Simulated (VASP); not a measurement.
# AsAu (P2_13) in VASP: single point with PBE

Aim: the single point of AsAu with PBE.

Everything below comes from runs of VASP 6.6.1. Logs are shortened: lines on timing, memory, paths and dates and some standing lists are left out, and cuts for length are marked.

## (1) The cell of the first run

The structure is cubic, space group P2_13 (No. 198). The conventional cell has a = 5.788 Å, b = 5.788 Å, c = 5.788 Å, α = 90.00°, β = 90.00°, γ = 90.00°. Within 3.3 Å of As (site symmetry 3) lie 4 Au at 2.49 to 2.56 Å. Within 3.3 Å of Au (site symmetry 3) lie 4 As at 2.49 to 2.56 Å.

## (2) Single point, PBE

File INCAR:

```
ALGO = Normal
EDIFF = 1E-7
ENCUT = 520
GGA = PE
ISIF = 2
ISMEAR = 0
LASPH = True
LCHARG = True
LELF = True
LREAL = False
LVHAR = True
LWAVE = False
NBANDS = 42
NELM = 100
PREC = Accurate
SIGMA = 0.1
```

File KPOINTS:

```
k-points
0
Gamma
  4 4 4
```

File POSCAR:

```
AsAu
1.0
    5.7878014526      0.0000000000      0.0000000000
    0.0000000000      5.7878014526      0.0000000000
    0.0000000000      0.0000000000      5.7878014526
As Au
4 4
Direct
    0.0294696929      0.0294696929      0.0294696929
    0.4705303071      0.9705303071      0.5294696929
    0.5294696929      0.4705303071      0.9705303071
    0.9705303071      0.5294696929      0.4705303071
    0.7811740589      0.7811740589      0.7811740589
    0.7188259411      0.2188259411      0.2811740589
    0.2811740589      0.7188259411      0.2188259411
    0.2188259411      0.2811740589      0.7188259411
```

Potentials or basis: VASP PAW PBE potentials, release 64 (As, Au).

Run with:

```
$ cat potpaw_PBE.64/As/POTCAR potpaw_PBE.64/Au/POTCAR > POTCAR
$ mpirun -np 1 vasp_std > vasp.out
```

OUTCAR:

```text
EDIFF = 1E-7
   ENCUT = 520
   GGA = PE
   ISIF = 2
   ISMEAR = 0
   LASPH = True
   LREAL = False
   NELM = 100
   PREC = Accurate

 ion  position               nearest neighbor table
   1  0.029  0.029  0.029-   5 2.49   6 2.56   7 2.56   8 2.56
   2  0.471  0.971  0.529-   6 2.49   5 2.56   7 2.56   8 2.56
   3  0.529  0.471  0.971-   7 2.49   6 2.56   5 2.56   8 2.56
   4  0.971  0.529  0.471-   8 2.49   6 2.56   7 2.56   5 2.56
   5  0.781  0.781  0.781-   1 2.49   2 2.56   3 2.56   4 2.56
   6  0.719  0.219  0.281-   2 2.49   1 2.56   3 2.56   4 2.56
   7  0.281  0.719  0.219-   3 2.49   2 2.56   1 2.56   4 2.56
   8  0.219  0.281  0.719-   4 2.49   2 2.56   3 2.56   1 2.56

  LATTYP: Found a simple cubic cell.
 ALAT       =     5.7878014526

  Lattice vectors:

 A1 = (   5.7878014526,   0.0000000000,   0.0000000000)
 A2 = (   0.0000000000,   5.7878014526,   0.0000000000)
 A3 = (   0.0000000000,   0.0000000000,   5.7878014526)

Analysis of symmetry for initial positions (statically):
=====================================================================
 Subroutine PRICEL returns:
 Original cell was already a primitive cell.

 Routine SETGRP: Setting up the symmetry group for a
 simple cubic supercell.

 Subroutine GETGRP returns: Found 12 space group operations
 (whereof  3 operations were pure point group operations)
 out of a pool of 48 trial point group operations.

The static configuration has the point symmetry C_3 .
 The point group associated with its full space group is T   .

Analysis of symmetry for dynamics (positions and initial velocities):
=====================================================================
 Subroutine PRICEL returns:
 Original cell was already a primitive cell.

 Routine SETGRP: Setting up the symmetry group for a
 simple cubic supercell.

 Subroutine GETGRP returns: Found 12 space group operations
 (whereof  3 operations were pure point group operations)
 out of a pool of 48 trial point group operations.

The dynamic configuration has the point symmetry C_3 .
 The point group associated with its full space group is T   .

 Subroutine INISYM returns: Found 12 space group operations
 (whereof  3 operations are pure point group operations),
 and found     1 'primitive' translations

----------------------------------------------------------------------------------------

                                     Primitive cell

  volume of cell :     193.8835

  direct lattice vectors                    reciprocal lattice vectors
     5.787801453  0.000000000  0.000000000     0.172777178  0.000000000  0.000000000
     0.000000000  5.787801453  0.000000000     0.000000000  0.172777178  0.000000000
     0.000000000  0.000000000  5.787801453     0.000000000  0.000000000  0.172777178

  length of vectors
     5.787801453  5.787801453  5.787801453     0.172777178  0.172777178  0.172777178

  position of ions in fractional coordinates (direct lattice)
     0.029469693  0.029469693  0.029469693
     0.470530307  0.970530307  0.529469693
     0.529469693  0.470530307  0.970530307
     0.970530307  0.529469693  0.470530307
     0.781174059  0.781174059  0.781174059
     0.718825941  0.218825941  0.281174059
     0.281174059  0.718825941  0.218825941
     0.218825941  0.281174059  0.718825941

  ion indices of the primitive-cell ions
   primitive index   ion index
                 1           1
                 2           2
                 3           3
                 4           4
                 5           5
                 6           6
                 7           7
                 8           8

----------------------------------------------------------------------------------------

 KPOINTS: k-points

Automatic generation of k-mesh.
 Grid dimensions read from file:
 generate k-points for:    4    4    4

 Generating k-lattice:

  Cartesian coordinates                     Fractional coordinates (reciprocal lattice)
     0.043194294  0.000000000  0.000000000     0.250000000  0.000000000  0.000000000
     0.000000000  0.043194294  0.000000000     0.000000000  0.250000000  0.000000000
     0.000000000  0.000000000  0.043194294     0.000000000  0.000000000  0.250000000

  Length of vectors
     0.043194294  0.043194294  0.043194294

  Shift w.r.t. Gamma in fractional coordinates (k-lattice)
     0.000000000  0.000000000  0.000000000

 Subroutine IBZKPT returns following result:
 ===========================================

 Found     11 irreducible k-points:

 Following reciprocal coordinates:
            Coordinates               Weight
  0.000000  0.000000  0.000000      1.000000
  0.250000  0.000000  0.000000      6.000000
  0.500000  0.000000  0.000000      3.000000
  0.250000  0.250000  0.000000     12.000000
  0.500000  0.250000  0.000000      6.000000
 -0.250000  0.500000  0.000000      6.000000
  0.500000  0.500000  0.000000      3.000000
  0.250000  0.250000  0.250000      8.000000
  0.500000  0.250000  0.250000     12.000000
  0.500000  0.500000  0.250000      6.000000
  0.500000  0.500000  0.500000      1.000000
   k-points           NKPTS =     11   k-points in BZ     NKDIM =     11   number of bands    NBANDS=     42
   number of dos      NEDOS =    301   number of ions     NIONS =      8
   total plane-waves  NPLWV = 110592
   dimension x,y,z NGX =    48 NGY =   48 NGZ =   48
   dimension x,y,z NGXF=    96 NGYF=   96 NGZF=   96
   ions per type =               4   4
   NGX,Y,Z   is equivalent  to a cutoff of  13.79, 13.79, 13.79 a.u.
   NGXF,Y,Z  is equivalent  to a cutoff of  27.57, 27.57, 27.57 a.u.
 SYSTEM =  unknown system
   PREC   = accura    normal or accurate (medium, high low for compatibility)
   ISTART =      0    job   : 0-new  1-cont  2-samecut
   ICHARG =      2    charge: 1-file 2-atom 10-const
   ISPIN  =      1    spin polarized calculation?
   LNONCOLLINEAR =      F non collinear calculations
   LSORBIT =      F    spin-orbit coupling
   LASPH  =      T    aspherical Exc in radial PAW
   ENCUT  =  520.0 eV  38.22 Ry    6.18 a.u.  10.76 10.76 10.76*2*pi/ulx,y,z
   NELM   =    100;   NELMIN=  2; NELMDL= -5     # of ELM steps
   EDIFF  = 0.1E-06   stopping-criterion for ELM
   LREAL  =      F    real-space projection
   EDIFFG = 0.1E-05   stopping-criterion for IOM
   NSW    =      0    number of steps for IOM
   IBRION =     -1    ionic relax: 0-MD 1-quasi-New 2-CG
   NFREE  =      0    steps in history (QN), initial steepest desc. (CG)
   ISIF   =      2    stress and relaxation
   ISYM   =      2    0-nonsym 1-usesym 2-fastsym
   POTIM  = 0.5000    time-step for ionic-motion
   TEBEG  =    0.0;   TEEND  =   0.0 temperature during run
   PSTRESS=    0.0 pullay stress
   NELECT =      64.0000    total number of electrons
   NUPDOWN=      -1.0000    fix difference up-down
   EMIN   =  10.00;   EMAX   =-10.00  energy-range for DOS
   EFERMI =   0.00;   METHOD = LEGACY
   ISMEAR =     0;   SIGMA  =   0.10  broadening in eV -4-tet -1-fermi 0-gaus
   EFERMI_NEDOS =   21; number of points for ismear=-14 and -15
   IALGO  =     38    algorithm
   IMIX   =      4    mixing-type and parameters
     AMIX     =   0.40;   BMIX     =  1.00
     AMIX_MAG =   1.60;   BMIX_MAG =  1.00
  volume/ion in A,a.u.               =      24.24       163.55
  Fermi-wavevector in a.u.,A,eV,Ry     =   1.131413  2.138061 17.416758  1.280096
  Thomas-Fermi vector in A             =   2.268112
   LORBIT       =      0    0 simple, 1 ext, 2 COOP (PROOUT), +10 PAW based schemes
   GGA     = PE    functional components
   LHFCALC =     F    Hartree Fock is set to
   AEXX    =    0.0000 exact exchange contribution
   IVDW    =     0    specifies the selected vdW correction
   LEPSILON=     F    determine dielectric tensor
   LRPA    =     F    only Hartree local field effects (RPA)
 non-spin polarized calculation
 Gauss-broadening in eV      SIGMA  =   0.10
  energy-cutoff  :      520.00
  volume of cell :      193.88
 maximum number of plane-waves:      5248
 NGX is ok and might be reduce to    48
   NGX = 21   NGY = 21   NGZ = 21

 number of electron      64.0000010 magnetization

 Free energy of the ion-electron system (eV)
  ---------------------------------------------------
  ext. energy  EPLUGINS =         0.00000000
  ---------------------------------------------------
  free energy    TOTEN  =       -29.70608783 eV

  energy without entropy =      -29.66746420  energy(sigma->0) =      -29.68677602

 E-fermi :   4.4687     XC(G=0):  -9.8668

 val. band max:        4.3952182836   @ k =  -0.2500   0.5000   0.0000
 cond. band min:       4.4920478588   @ k =   0.2500   0.2500   0.0000
 fundamental gap:      0.0968295752
 Fermi energy:         4.4687206492

 k-point     1 :       0.0000    0.0000    0.0000
  band No.  band energies     occupation
      1      -7.7215      2.00000
      2      -6.3468      2.00000
      3      -6.3468      2.00000
      4      -6.3468      2.00000
      5      -1.5694      2.00000
      6      -1.5694      2.00000
[... 34 lines left out ...]
     41       8.8974      0.00000
     42       8.8974      0.00000

 k-point     2 :       0.2500    0.0000    0.0000
  band No.  band energies     occupation
      1      -7.5502      2.00000
      2      -6.5871      2.00000
      3      -6.3478      2.00000
      4      -6.3452      2.00000
      5      -1.5227      2.00000
      6      -1.3989      2.00000
[... 34 lines left out ...]
     41       9.2405      0.00000
     42       9.4289      0.00000

 k-point     3 :       0.5000    0.0000    0.0000
  band No.  band energies     occupation
      1      -7.1005      2.00000
      2      -7.1005      2.00000
      3      -6.3481      2.00000
      4      -6.3481      2.00000
      5      -1.3878      2.00000
      6      -1.3878      2.00000
[... 312 lines left out ...]
      4      -6.7020      2.00000
      5      -1.0977      2.00000
      6      -1.0977      2.00000
[... 34 lines left out ...]
     41      11.0704      0.00000
     42      11.0976      0.00000

 k-point    11 :       0.5000    0.5000    0.5000
  band No.  band energies     occupation
      1      -6.7122      2.00000
      2      -6.7122      2.00000
      3      -6.7122      2.00000
      4      -6.7122      2.00000
      5      -0.9922      2.00000
      6      -0.9922      2.00000
[... 34 lines left out ...]
     41      11.4746      0.00000
     42      11.4746      0.00000

------------------------ aborting loop because EDIFF is reached ----------------------------------------

  FORCE on cell =-STRESS in cart. coord.  units (eV):
  Direction    XX          YY          ZZ          XY          YZ          ZX
  --------------------------------------------------------------------------------------
  -------------------------------------------------------------------------------------
  Total       -0.2507788     -0.2507788     -0.2507788      0.0000000      0.0000000      0.0000000
  in kB       -2.0723378     -2.0723378     -2.0723378      0.0000000      0.0000000      0.0000000
  external PRESSURE =      -2.0723378 kB  Pullay stress =       0.0000000 kB

 VOLUME and BASIS-vectors are now :
 -----------------------------------------------------------------------------
  energy-cutoff  :      520.00
  volume of cell :      193.88
      direct lattice vectors                 reciprocal lattice vectors
     5.787801453  0.000000000  0.000000000     0.172777178  0.000000000  0.000000000
     0.000000000  5.787801453  0.000000000     0.000000000  0.172777178  0.000000000
     0.000000000  0.000000000  5.787801453     0.000000000  0.000000000  0.172777178

 POSITION                                       TOTAL-FORCE (eV/Angst)
 -----------------------------------------------------------------------------------
      0.17056      0.17056      0.17056        -0.001087     -0.001087     -0.001087
      2.72334      5.61724      3.06447         0.001087      0.001087     -0.001087
      3.06447      2.72334      5.61724        -0.001087      0.001087      0.001087
      5.61724      3.06447      2.72334         0.001087     -0.001087      0.001087
      4.52128      4.52128      4.52128        -0.009357     -0.009357     -0.009357
      4.16042      1.26652      1.62738         0.009357      0.009357     -0.009357
      1.62738      4.16042      1.26652        -0.009357      0.009357      0.009357
      1.26652      1.62738      4.16042         0.009357     -0.009357      0.009357
 -----------------------------------------------------------------------------------
    total drift:                                0.000000      0.000000     -0.000000

  FREE ENERGIE OF THE ION-ELECTRON SYSTEM (eV)
  ---------------------------------------------------
  free  energy   TOTEN  =       -29.7060878324 eV

  energy  without entropy=      -29.6674642010  energy(sigma->0) =      -29.68677602
```

It took 69 s on 1 thread of Intel Xeon Platinum 8488C (Sapphire Rapids), shared host; peak memory 0.34 GiB.

What came out:

```
Free energy            : -29.7061 eV
Pressure               : -0.2 GPa
Largest force          : 0.016 eV/Å
Band gap on the k mesh : zero (band 32 reaches 5.03 eV, above the bottom of band 33 at 3.79 eV)
```

Forces on the atoms (eV/Å):
```
As  -0.001 -0.001 -0.001
As   0.001  0.001 -0.001
As  -0.001  0.001  0.001
As   0.001 -0.001  0.001
Au  -0.009 -0.009 -0.009
Au   0.009  0.009 -0.009
Au  -0.009  0.009  0.009
Au   0.009 -0.009  0.009
```

Caveat: spin-orbit coupling is left out, which moves the levels of the heavy elements.
